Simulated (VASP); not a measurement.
Here is a VASP 6.6.1 calculation.

The input POSCAR:

```
Rh
1.0
    0.0000000000      1.8730267500      1.9585965000
    1.8730267500      0.0000000000      1.9585965000
    1.8730267500      1.8730267500      0.0000000000
Rh
1
Direct
    0.0000000000      0.0000000000      0.0000000000
```

The input INCAR.step1:

```
PREC = Accurate
ENCUT = 680
ISMEAR = 0
SIGMA = 0.15
LREAL = False
LASPH = True
NELM = 120
NBANDS = 14
GGA = PE
ALGO = Normal
EDIFF = 1E-5
LWAVE = True
LCHARG = False
GGA_COMPAT = False
```

Contents of INCAR.step2:

```
PREC = Accurate
ENCUT = 680
EDIFF = 1E-6
ISMEAR = 0
SIGMA = 0.15
LREAL = False
LASPH = True
NELM = 120
ALGO = Normal
ISIF = 2
LWAVE = False
LCHARG = True
METAGGA = R2SCAN
LMIXTAU = True
LELF = True
LVHAR = True
NBANDS = 14
ISTART = 1
GGA_COMPAT = False
```

KPOINTS

```
regular mesh
0
Gamma
  8 8 8
```

Potentials or basis: VASP PAW PBE potentials, release 64 (Rh_sv_GW).

The run is started by

```console
$ cat potpaw_PBE.64/Rh_sv_GW/POTCAR > POTCAR
$ cp INCAR.step1 INCAR
$ mpirun -np 1 vasp_std > vasp.out
$ cp INCAR.step2 INCAR
$ mpirun -np 1 vasp_std > vasp.out
```

(1) Predict the band gap on the k mesh.

(2) Predict the pressure.

## Answers

(1) zero (an odd number of electrons rules out a gap without spin polarisation).

(2) 0.7 GPa.

Caveat: the cell differs from its parent crystal (strain -0.015 along x and y, +0.030 along z); the stress differs along the axes, from -6 to 4 GPa; the PAW data sets were made with another functional, which shifts forces and pressure a little.
